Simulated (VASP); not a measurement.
# WC in VASP: a series of runs, part 3 of 3

VASP 6.6.1. The steps go on from the part before.

## (6) Single point, PBEsol (strain -0.040 along x and y, +0.000 along z)

INCAR

```
SYSTEM = WC
PREC     = Accurate       ! precision mode
ENCUT    = 520            ! plane-wave cutoff, eV
EDIFF    = 1E-7           ! SCF threshold, eV
ISMEAR   = 0              ! smearing method
SIGMA    = 0.15           ! smearing width, eV
LREAL    = .False.        ! projectors in reciprocal space
LASPH    = .True.         ! aspherical terms in the spheres
NELM     = 80             ! most SCF steps
ALGO     = Normal         ! electronic algorithm
ISIF     = 2              ! what is computed and relaxed
LWAVE    = .False.        ! write WAVECAR
LCHARG   = .False.        ! write CHGCAR
GGA      = PS             ! functional
NBANDS   = 16             ! bands
```

KPOINTS

```
regular mesh
0
Gamma
  18 18 18
  0 0 0
```

POSCAR

```
WC
1.0
    0.0000000000      2.1049766400      2.1926840000
    2.1049766400      0.0000000000      2.1926840000
    2.1049766400      2.1049766400      0.0000000000
W C
1 1
Direct
    0.0000000000      0.0000000000      0.0000000000
    0.5000000000      0.5000000000      0.5000000000
```

Potentials or basis: VASP PAW PBE potentials, release 64 (W_sv, C).

The run is started by

```sh
$ cat potpaw_PBE.64/W_sv/POTCAR potpaw_PBE.64/C/POTCAR > POTCAR
$ mpirun -np 1 vasp_std > vasp.out
```

OUTCAR:

```text
SYSTEM = WC
   PREC = Accurate
   ENCUT = 520
   EDIFF = 1E-7
   ISMEAR = 0
   LREAL = .False.
   LASPH = .True.
   NELM = 80
   ISIF = 2
   GGA = PS

 ion  position               nearest neighbor table
   1  0.000  0.000  0.000-   2 2.10   2 2.10   2 2.10   2 2.10   2 2.19   2 2.19
   2  0.500  0.500  0.500-   1 2.10   1 2.10   1 2.10   1 2.10   1 2.19   1 2.19

  LATTYP: Found a body centered tetragonal cell.
 ALAT       =     2.9768865128
 C/A-ratio  =     1.4731391275

  Lattice vectors:

 A1 = (  -2.1049766400,   0.0000000000,   2.1926840000)
 A2 = (   2.1049766400,   0.0000000000,   2.1926840000)
 A3 = (   0.0000000000,   2.1049766400,  -2.1926840000)

Analysis of symmetry for initial positions (statically):
=====================================================================
 Subroutine PRICEL returns:
 Original cell was already a primitive cell.

 Routine SETGRP: Setting up the symmetry group for a
 body centered tetragonal supercell.

 Subroutine GETGRP returns: Found 16 space group operations
 (whereof 16 operations were pure point group operations)
 out of a pool of 16 trial point group operations.

The static configuration has the point symmetry D_4h.

Analysis of symmetry for dynamics (positions and initial velocities):
=====================================================================
 Subroutine PRICEL returns:
 Original cell was already a primitive cell.

 Routine SETGRP: Setting up the symmetry group for a
 body centered tetragonal supercell.

 Subroutine GETGRP returns: Found 16 space group operations
 (whereof 16 operations were pure point group operations)
 out of a pool of 16 trial point group operations.

The dynamic configuration has the point symmetry D_4h.

 Subroutine INISYM returns: Found 16 space group operations
 (whereof 16 operations are pure point group operations),
 and found     1 'primitive' translations

----------------------------------------------------------------------------------------

                                     Primitive cell

[... 106 lines left out ...]
   EFERMI_NEDOS =   21; number of points for ismear=-14 and -15
   IALGO  =     38    algorithm
   IMIX   =      4    mixing-type and parameters
     AMIX     =   0.40;   BMIX     =  1.00
     AMIX_MAG =   1.60;   BMIX_MAG =  1.00
  volume/ion in A,a.u.               =       9.72        65.56
  Fermi-wavevector in a.u.,A,eV,Ry     =   1.595875  3.015766 34.651537  2.546816
  Thomas-Fermi vector in A             =   2.693725
   LORBIT       =      0    0 simple, 1 ext, 2 COOP (PROOUT), +10 PAW based schemes
   GGA     = PS    functional components
   LHFCALC =     F    Hartree Fock is set to
   AEXX    =    0.0000 exact exchange contribution
   IVDW    =     0    specifies the selected vdW correction
   LEPSILON=     F    determine dielectric tensor
   LRPA    =     F    only Hartree local field effects (RPA)
 non-spin polarized calculation
 Gauss-broadening in eV      SIGMA  =   0.15
  energy-cutoff  :      520.00
  volume of cell :       19.43
 maximum number of plane-waves:       540
   NGX = 11   NGY = 11   NGZ = 11

 number of electron      18.0000000 magnetization

 Free energy of the ion-electron system (eV)
  ---------------------------------------------------
  ext. energy  EPLUGINS =         0.00000000
  ---------------------------------------------------
  free energy    TOTEN  =       -22.86486522 eV

  energy without entropy =      -22.85503694  energy(sigma->0) =      -22.85995108

 E-fermi :  13.5179     XC(G=0): -14.2971

 val. band max:       13.5178457861   @ k =  -0.2778   0.2222   0.4444
 cond. band min:      13.5231803533   @ k =   0.3333   0.0556   0.0000
 fundamental gap:      0.0053345672
 Fermi energy:        13.5178837410

 k-point     1 :       0.0000    0.0000    0.0000
  band No.  band energies     occupation
      1     -61.7773      2.00000
      2     -25.7692      2.00000
      3     -25.7692      2.00000
      4     -25.7628      2.00000
      5      -2.9746      2.00000
      6      10.0878      2.00000
[... 433 lines left out ...]
      3     -25.8398      2.00000
      4     -25.7863      2.00000
      5      -1.1807      2.00000
      6       6.9294      2.00000
[... 8 lines left out ...]
     15      26.2785      0.00000
     16      30.8123      0.00000

 [... further k-points ...]
[... 5 lines left out ...]
  --------------------------------------------------------------------------------------
  -------------------------------------------------------------------------------------
  Total        4.5104377      4.5104377      0.7065838      0.0000000      0.0000000     -0.0000000
  in kB      371.9021322    371.9021322     58.2604222      0.0000000      0.0000000     -0.0000000
  external PRESSURE =     267.3548955 kB  Pullay stress =       0.0000000 kB

 VOLUME and BASIS-vectors are now :
 -----------------------------------------------------------------------------
  energy-cutoff  :      520.00
  volume of cell :       19.43
      direct lattice vectors                 reciprocal lattice vectors
     0.000000000  2.104976640  2.192684000    -0.237532327  0.237532327  0.228031034
     2.104976640  0.000000000  2.192684000     0.237532327 -0.237532327  0.228031034
     2.104976640  2.104976640  0.000000000     0.237532327  0.237532327 -0.228031034

 POSITION                                       TOTAL-FORCE (eV/Angst)
 -----------------------------------------------------------------------------------
      0.00000      0.00000      0.00000         0.000000      0.000000     -0.000000
      2.10498      2.10498      2.19268        -0.000000      0.000000      0.000000
 -----------------------------------------------------------------------------------
    total drift:                                0.000000     -0.000000     -0.000000

  FREE ENERGIE OF THE ION-ELECTRON SYSTEM (eV)
  ---------------------------------------------------
  free  energy   TOTEN  =       -22.8648652179 eV

  energy  without entropy=      -22.8550369359  energy(sigma->0) =      -22.85995108
```

OSZICAR:

```text
N       E                     dE             d eps       ncg     rms          rms(c)
DAV:   1     0.109371789279E+03    0.10937E+03   -0.93843E+03 15400   0.127E+03
DAV:   2    -0.230468252027E+02   -0.13242E+03   -0.12772E+03 18640   0.339E+02
DAV:   3    -0.261895075211E+02   -0.31427E+01   -0.31304E+01 16488   0.494E+01
DAV:   4    -0.262037487616E+02   -0.14241E-01   -0.14241E-01 20224   0.377E+00
DAV:   5    -0.262038418214E+02   -0.93060E-04   -0.93059E-04 16560   0.288E-01    0.371E+01
DAV:   6    -0.229510486044E+02    0.32528E+01   -0.76279E+00 19544   0.269E+01    0.108E+01
DAV:   7    -0.228967634855E+02    0.54285E-01   -0.37143E-01 15592   0.494E+00    0.760E+00
DAV:   8    -0.228663936390E+02    0.30370E-01   -0.53977E-02 18000   0.183E+00    0.145E+00
DAV:   9    -0.228649246892E+02    0.14689E-02   -0.26320E-03 17048   0.378E-01    0.964E-02
DAV:  10    -0.228648672077E+02    0.57481E-04   -0.25596E-04 18056   0.186E-01    0.656E-02
DAV:  11    -0.228648661901E+02    0.10176E-05   -0.18263E-05 17616   0.351E-02    0.183E-02
DAV:  12    -0.228648652722E+02    0.91784E-06   -0.26866E-06 17288   0.127E-02    0.164E-03
DAV:  13    -0.228648652179E+02    0.54317E-07   -0.86830E-08 11984   0.243E-03
   1 F= -.22864865E+02 E0= -.22859951E+02  d E =-.982828E-02
```

stdout:

```text
POSCAR found type information on POSCAR W C
 POSCAR found :  2 types and       2 ions
 scaLAPACK will be used
 -----------------------------------------------------------------------------
|                                                                             |
|                                                                             |
|     You enforced a specific xc type in the INCAR file but a different       |
|     I HOPE YOU KNOW WHAT YOU ARE DOING!                                     |
|                                                                             |
 -----------------------------------------------------------------------------

 LDA part: xc-table for (Slater+PW92), standard interpolation
 POSCAR, INCAR and KPOINTS ok, starting setup
 FFT: planning ... GRIDC
 FFT: planning ... GRID_SOFT
 FFT: planning ... GRID
 WAVECAR not read
 entering main loop
```

Wall time 61 s (1 thread of Intel Xeon 6975P-C, shared host); peak memory 0.26 GiB.

What came out:

| Item | Value |
| --- | --- |
| Free energy | -22.8649 eV |
| Pressure | 26.7 GPa |
| Band gap on the k mesh | zero (band 9 reaches 14.65 eV, above the bottom of band 10 at 11.27 eV) |

Stress tensor (GPa, compression positive):
```
37.19  0.00  0.00
 0.00 37.19  0.00
 0.00  0.00  5.83
```

Caveat: the cell differs from its parent crystal (strain -0.040 along x and y, +0.000 along z); the PAW data sets were made with another functional, which shifts forces and pressure a little; spin-orbit coupling is left out, which moves the levels of the heavy elements.

## (7) The runs side by side

```csv
cell,gap on the mesh (eV),pressure (GPa)
"a = 2.853 Å, angles 60.0°, 2 atoms",none,142.3
"a = 2.977 Å, angles 60.0°, 2 atoms",none,47.1
"a = 3.225 Å, angles 60.0°, 2 atoms",none,-40.7
"a = 3.349 Å, angles 60.0°, 2 atoms",none,-56.9
"a = 3.040, b = 3.040, c = 2.977 Å, angles 60.7, 60.7, 58.6°, 2 atoms",none,26.7
```

Alike in all rows: task single point; level PBEsol; potentials or basis VASP PAW PBE potentials, release 64 (W_sv, C); no spin polarisation; k mesh 18 × 18 × 18; cutoff (eV) 520; smearing gaussian 0.15 eV.

Caveats: the PAW data sets were made with another functional, which shifts forces and pressure a little; spin-orbit coupling is left out, which moves the levels of the heavy elements.

Total energies depend on the potentials used, so only differences within one code and one set of settings carry meaning.
